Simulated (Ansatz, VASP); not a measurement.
**La2NbO5: VASP beside Ansatz**

```
La Nb O
1.0
    -2.00781    2.00781    7.08473
     2.00781   -2.00781    7.08473
     2.00781    2.00781   -7.08473
La Nb O
2 1 5
Direct
  0.33985 0.33985 0.00000
  0.66015 0.66015 0.00000
  0.00000 0.00000 0.00000
  0.99432 0.49432 0.50000
  0.50568 0.00568 0.50000
  0.13854 0.13854 0.00000
  0.86146 0.86146 0.00000
  0.25000 0.75000 0.50000
```

Alike in both runs: functional PBE; k mesh 4 × 4 × 4; occupations gaussian, width 0.15 eV; no spin polarisation.

Ansatz relaxed the structure, and its values are those at the end. VASP's run is a single point on that final structure, the one shown.

|  | VASP | Ansatz |
| --- | --- | --- |
| version | VASP 6.6.1 | Ansatz 0.2.0 |
| potentials or method | VASP PAW PBE potentials, release 64 (La, Nb_sv, O), cutoff 520 eV | scalar-relativistic, plane waves, PAW |
| valence electrons in the cell | 65 | 65 |

```csv
,VASP,Ansatz,Ansatz less VASP
gap on the k mesh at the Fermi level (eV),none,none,-
pressure (GPa),-0.2,0.1,+0.31
rms of the force components (eV/Å),0.015,0.011,-0.0036
```

A gap of «none» marks a metal or a gap that the smearing closes. With one functional, cell and mesh, what is left measures potentials, basis and numerics.

The k mesh is coarse, so the values compare programs but aren't converged. Neither program's run includes spin-orbit coupling.
